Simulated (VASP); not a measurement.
# BaTiO3 (Amm2) in VASP: notebook, part 2 of 2

VASP 6.6.1. Earlier steps stand in the parts before.

## 3. Single point, PBE+U (strain -0.0400 x Voigt [0, 1, 0, 0, 0, 0])

INCAR

```
SYSTEM = BaTiO3
PREC     = Accurate       ! precision mode
ENCUT    = 520            ! plane-wave cutoff, eV
EDIFF    = 1E-6           ! SCF threshold, eV
ISMEAR   = 0              ! smearing method
SIGMA    = 0.05           ! smearing width, eV
LREAL    = .False.        ! projectors in reciprocal space
LASPH    = .True.         ! aspherical terms in the spheres
NELM     = 150            ! most SCF steps
ALGO     = Normal         ! electronic algorithm
ISIF     = 2              ! what is computed and relaxed
LWAVE    = .False.        ! write WAVECAR
LCHARG   = .False.        ! write CHGCAR
LMAXMIX  = 4              ! l up to which the mixer works
LDAU     = .True.         ! DFT+U
LDAUTYPE = 2            
LDAUL    = -1 2 -1        ! shell
LDAUU    = 0 4 0          ! U, eV
LDAUJ    = 0 0 0        
LDAUPRINT= 1            
GGA      = PE             ! functional
NBANDS   = 28             ! bands
```

KPOINTS

```
Automatic mesh
0
Gamma
  6 6 6
  0 0 0
```

POSCAR

```
BaTiO3
1.0
    4.0082194746      0.0000000000      0.0000000000
    0.0000000000      2.7583502132      2.8859183788
    0.0000000000     -2.7583502132      2.8859183788
Ba Ti O
1 1 3
Direct
    0.0000000000      0.0080771845      0.0080771845
    0.5000000000      0.5197092871      0.5197092871
    0.0000000000      0.4916268390      0.4916268390
    0.5000000000      0.4938075372      0.9829991522
    0.5000000000      0.9829991522      0.4938075372
```

Potentials or basis: VASP PAW PBE potentials, release 64 (Ba_sv, Ti_sv, O).

Started as:

```
cat potpaw_PBE.64/Ba_sv/POTCAR potpaw_PBE.64/Ti_sv/POTCAR potpaw_PBE.64/O/POTCAR > POTCAR
mpirun -np 1 vasp_std > vasp.out
```

Wall time 42 s (1 thread of AMD EPYC 9R45 (Zen 5), shared host); peak memory 0.2 GiB.

The run converged. Its results:

```yaml
Free_energy: -37.1258 eV
Pressure: 11.4 GPa
Largest_force: 1.171 eV/Å
Band_gap_on_the_k_mesh: 2.52 eV, indirect (least direct gap 2.80 eV)
```

Forces in eV/Å, atoms in the order of the input:
```
Ba   0.000  0.000 -0.069
Ti   0.000  0.000 -1.171
O    0.000  0.000 -0.012
O    0.000 -0.767  0.625
O    0.000  0.767  0.625
```

Stress tensor (GPa, compression positive):
```
 7.91  0.00  0.00
 0.00 18.50  0.00
 0.00  0.00  7.74
```

Levels at points of the mesh, in eV from the valence-band top:
```tsv
k point	band 16	band 17	band 18	band 19	band 20	band 21	band 22	band 23	band 24	band 25
(0.00, 0.00, 0.00)	-1.36	-1.03	-0.51	-0.47	-0.28	2.52	2.81	2.82	4.34	4.48
(0.50, 0.00, 0.00)	-2.10	-1.54	-1.46	-1.28	-0.87	2.96	4.09	4.15	4.42	5.94
(0.00, 0.50, 0.00)	-1.90	-1.88	-1.71	-0.94	-0.86	2.83	4.24	4.25	4.36	6.13
(0.50, 0.50, 0.00)	-2.56	-1.82	-0.98	-0.97	-0.11	4.16	4.27	4.58	4.94	7.70
(0.00, 0.50, 0.50)	-2.70	-1.79	-0.89	-0.68	-0.18	4.20	4.33	4.61	5.04	7.81
(0.50, 0.50, 0.50)	-2.38	-2.17	-0.11	-0.03	0.00	4.81	4.83	4.86	6.33	6.72
```

Eigenvalues of the final occupation matrices:
| site | spin | trace | eigenvalues |
| --- | --- | --- | --- |
| site 2 d | 1 | 0.83 | 0.11 0.11 0.12 0.24 0.26 |
| site 2 d | 2 | 0.83 | 0.11 0.11 0.12 0.24 0.26 |

Caveat: the cell differs from its parent crystal (strain -0.0400 x Voigt [0, 1, 0, 0, 0, 0]); spin-orbit coupling is left out, which moves the levels of the heavy elements; forces of over 1 eV/Å act on the atoms, so gaps and moduli don't describe the material at rest. A k mesh can miss the band edges.

## 4. Single point, PBE+U (strain -0.0300 x Voigt [0, 1, 0, 0, 0, 0])

INCAR

```
  PREC = Accurate
  ENCUT = 520
  EDIFF = 1E-7
  ISMEAR = 0
  SIGMA = 0.05
  LREAL = F
  LASPH = T
  NELM = 150
  ALGO = Normal
  ISIF = 2
  LWAVE = F
  LCHARG = F
  LMAXMIX = 4
  LDAU = T
  LDAUTYPE = 2
  LDAUL = -1 2 -1
  LDAUU = 0 4 0
  LDAUJ = 0 0 0
  LDAUPRINT = 1
  GGA = PE
  NBANDS = 28
```

KPOINTS

```
Automatic mesh
0
Gamma
  6 6 6
```

Changes to POSCAR since step 3:

```diff
@@ -3,4 +3,4 @@
     4.0082194746      0.0000000000      0.0000000000
-    0.0000000000      2.7583502132      2.8859183788
-    0.0000000000     -2.7583502132      2.8859183788
+    0.0000000000      2.7870830279      2.8859183788
+    0.0000000000     -2.7870830279      2.8859183788
 Ba Ti O
```

Potentials or basis: VASP PAW PBE potentials, release 64 (Ba_sv, Ti_sv, O).

Started as:

```
cat potpaw_PBE.64/Ba_sv/POTCAR potpaw_PBE.64/Ti_sv/POTCAR potpaw_PBE.64/O/POTCAR > POTCAR
mpirun -np 1 vasp_std > vasp.out
```

OUTCAR:

```text
PREC = Accurate
   ENCUT = 520
   EDIFF = 1E-7
   ISMEAR = 0
   LREAL = F
   LASPH = T
   NELM = 150
   ISIF = 2
   GGA = PE

 ion  position               nearest neighbor table
   1  0.000  0.008  0.008-   3 2.79   3 2.79   3 2.79   4 2.79   5 2.79   4 2.79   5 2.79   5 2.88
                             4 2.88   5 2.88   4 2.88   3 2.98   2 3.43   2 3.43   2 3.43   2 3.43
   2  0.500  0.520  0.520-   4 1.86   5 1.86   3 2.01   3 2.01   5 2.16   4 2.16   1 3.43   1 3.43
                             1 3.43   1 3.43   1 3.46   1 3.46   1 3.57   1 3.57
   3  0.000  0.492  0.492-   2 2.01   2 2.01   1 2.79   1 2.79   1 2.79   1 2.98
[... 990 lines left out ...]
  -------------------------------------------------------------------------------------
  Total        2.6780165      5.8154673      2.6119236      0.0000000      0.0000000      0.0000000
  in kB       66.5439208    144.5039649     64.9016316      0.0000000      0.0000000      0.0000000
  external PRESSURE =      91.9831724 kB  Pullay stress =       0.0000000 kB

 VOLUME and BASIS-vectors are now :
 -----------------------------------------------------------------------------
  energy-cutoff  :      520.00
  volume of cell :       64.48
      direct lattice vectors                 reciprocal lattice vectors
     4.008219475  0.000000000  0.000000000     0.249487336  0.000000000  0.000000000
     0.000000000  2.787083028  2.885918379     0.000000000  0.179399033  0.173255073
     0.000000000 -2.787083028  2.885918379     0.000000000 -0.179399033  0.173255073

 POSITION                                       TOTAL-FORCE (eV/Angst)
 -----------------------------------------------------------------------------------
      0.00000      0.00000      0.04662         0.000000      0.000000     -0.062758
      2.00411      0.00000      2.99968         0.000000      0.000000     -1.012343
      0.00000      0.00000      2.83759         0.000000      0.000000     -0.005188
      2.00411     -1.36342      4.26194         0.000000     -0.645568      0.540145
      2.00411      1.36342      4.26194         0.000000      0.645568      0.540145
 -----------------------------------------------------------------------------------
    total drift:                                0.000000      0.000000      0.000138

  FREE ENERGIE OF THE ION-ELECTRON SYSTEM (eV)
  ---------------------------------------------------
  free  energy   TOTEN  =       -37.1947485163 eV

  energy  without entropy=      -37.1947485163  energy(sigma->0) =      -37.19474852
```

stdout:

```text
POSCAR found type information on POSCAR BaTiO
 POSCAR found :  3 types and       5 ions
 scaLAPACK will be used
 LDA part: xc-table for (Slater+PW92), standard interpolation
 POSCAR, INCAR and KPOINTS ok, starting setup
 FFT: planning ... GRIDC
 FFT: planning ... GRID_SOFT
 FFT: planning ... GRID
 WAVECAR not read
 entering main loop
```

Run time: 47 s. Hardware: 1 thread of AMD EPYC 9R45 (Zen 5), shared host; peak memory 0.2 GiB.

Results:

```yaml
Free_energy: -37.1947 eV
Pressure: 9.2 GPa
Largest_force: 1.012 eV/Å
Band_gap_on_the_k_mesh: 2.52 eV, indirect (least direct gap 2.84 eV)
```

Forces on the atoms (eV/Å):
```
Ba   0.000  0.000 -0.063
Ti   0.000  0.000 -1.012
O    0.000  0.000 -0.005
O    0.000 -0.646  0.540
O    0.000  0.646  0.540
```

Levels at points of the mesh, in eV from the valence-band top:
```tsv
k point	band 18	band 19	band 20	band 21	band 22	band 23
(0.00, 0.00, 0.00)	-0.50	-0.46	-0.32	2.52	2.77	2.80
(0.50, 0.00, 0.00)	-1.51	-1.24	-0.91	2.93	4.05	4.13
(0.00, 0.50, 0.00)	-1.70	-0.93	-0.84	2.80	4.17	4.18
(0.50, 0.50, 0.00)	-0.97	-0.96	-0.10	4.13	4.21	4.53
(0.00, 0.50, 0.50)	-0.90	-0.74	-0.19	4.15	4.25	4.53
(0.50, 0.50, 0.50)	-0.12	-0.02	0.00	4.74	4.78	4.78
```

Eigenvalues of the final occupation matrices:
```
    site  spin  trace               eigenvalues
site 2 d     1   0.83  0.11 0.11 0.12 0.24 0.26
site 2 d     2   0.83  0.11 0.11 0.12 0.24 0.26
```

Caveat: the cell differs from its parent crystal (strain -0.0300 x Voigt [0, 1, 0, 0, 0, 0]); spin-orbit coupling is left out, which moves the levels of the heavy elements; forces of over 1 eV/Å act on the atoms, so gaps and moduli don't describe the material at rest. A k mesh can miss the band edges.

## 5. The runs side by side

```tsv
cell	gap on the mesh (eV)	pressure (GPa)	largest force (eV/Å)
a = 4.008, b = 4.154, c = 4.154 Å, angles 92.0, 90.0, 90.0°, 5 atoms	2.39	-2.6	0.12
a = 4.008, b = 3.992, c = 3.992 Å, angles 87.4, 90.0, 90.0°, 5 atoms	2.52	11.4	1.17
a = 4.008, b = 4.012, c = 4.012 Å, angles 88.0, 90.0, 90.0°, 5 atoms	2.52	9.2	1.01
```

Alike in all rows: task single point; level PBE+U; potentials or basis VASP PAW PBE potentials, release 64 (Ba_sv, Ti_sv, O); no spin polarisation; Ti d U = 4.0 eV; k mesh 6 × 6 × 6; cutoff (eV) 520; smearing gaussian 0.05 eV.

Caveats: spin-orbit coupling is left out, which moves the levels of the heavy elements; forces of over 1 eV/Å act on the atoms, so gaps and moduli don't describe the material at rest (some runs).

Absolute energies hang on the potentials; compare differences alone.
